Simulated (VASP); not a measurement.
## TeRu4Rh: single point with PBE

The system is TeRu4Rh.

```
CELL_PARAMETERS angstrom
0.00000 3.64303 3.64303
3.64303 0.00000 3.64303
3.64303 3.64303 0.00000
ATOMIC_POSITIONS crystal
Te 0.25000 0.25000 0.25000
Ru 0.12175 0.62608 0.62608
Ru 0.62608 0.62608 0.62608
Ru 0.62608 0.12175 0.62608
Ru 0.62608 0.62608 0.12175
Rh 0.00000 0.00000 0.00000
```

```yaml
Program: VASP 6.6.1
Task: single point
Functional: PBE
Potentials_or_basis: VASP PAW PBE potentials, release 64 (Te, Ru_pv, Rh_pv)
Cutoff: 520 eV
k_mesh: 10 × 10 × 10
Occupations: gaussian, width 0.1 eV
Spin: no spin polarisation
```

- Pressure: 0.0 GPa
- Largest force: 0.004 eV/Å
- Band gap on the k mesh: zero (an odd number of electrons rules out a gap without spin polarisation)

Forces in eV/Å, atoms in the order of the input:
```
Te   0.000  0.000  0.000
Ru  -0.002  0.002  0.002
Ru  -0.002 -0.002 -0.002
Ru   0.002 -0.002  0.002
Ru   0.002  0.002 -0.002
Rh   0.000  0.000  0.000
```

Levels at points of the mesh, in eV from the Fermi level:
| k point | band 36 | band 37 | band 38 | band 39 | band 40 | band 41 |
| --- | --- | --- | --- | --- | --- | --- |
| (0.00, 0.00, 0.00) | -0.16 | -0.16 | 0.15 | 0.15 | 0.86 | 0.86 |
| (0.50, 0.00, 0.00) | -0.50 | -0.29 | -0.05 | -0.04 | -0.04 | 0.12 |
| (0.50, 0.50, 0.00) | -0.64 | -0.59 | -0.59 | 0.00 | 0.03 | 0.10 |

Wall time 8.7 min on 1 thread of Oxide Virtual Turin-like Processor (shared host), peak memory 0.34 GiB.

Caveat: spin-orbit coupling is left out, which moves the levels of the heavy elements.
